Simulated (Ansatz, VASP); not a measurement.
Two plane-wave programs on Rb3TaP2

```xyz
6
Lattice="6.9384 0.0000 0.0000 -3.4692 6.0088 0.0000 0.0000 0.0000 4.3416" Properties=species:S:1:pos:R:3 pbc="T T T"
Rb    3.4692    0.0000    2.1708
Rb    1.7346    3.0044    2.1708
Rb   -1.7346    3.0044    2.1708
Ta    0.0000    0.0000    0.0000
P     0.0000    4.0059    0.0000
P     3.4692    2.0029    0.0000
```

Change from the starting cell: species swapped into the ZrCo3B2 type (P6/mmm, No. 191).

Alike in both runs: task relaxation of cell and atoms; functional PBE; k mesh 3 × 3 × 4; occupations gaussian, width 0.1 eV; no spin polarisation.

```csv
,VASP,Ansatz
version,VASP 6.6.1,Ansatz 0.2.0
potentials or method,"VASP PAW PBE potentials, release 64 (Rb_sv, Ta_pv, P), cutoff 600 eV","scalar-relativistic, plane waves, PAW"
valence electrons in the cell,48,50
```

|  | VASP | Ansatz | Ansatz less VASP |
| --- | --- | --- | --- |
| gap on the k mesh at the Fermi level, each at its own relaxed structure (eV) | none | none | - |
| relaxed volume (Å³/atom) | 27.80 | 27.63 | -0.173 |
| relaxed cell length with the largest relative difference (Å) | 5.733 | 5.720 | -0.0133 |

A gap of «none» marks a metal or a gap that the smearing closes. VASP's potentials hold 48 valence electrons a cell and Ansatz's 50, so a difference there can come from the potentials and not from the codes.

The k mesh is coarse, so the values compare programs but aren't converged. Spin-orbit coupling is off throughout.
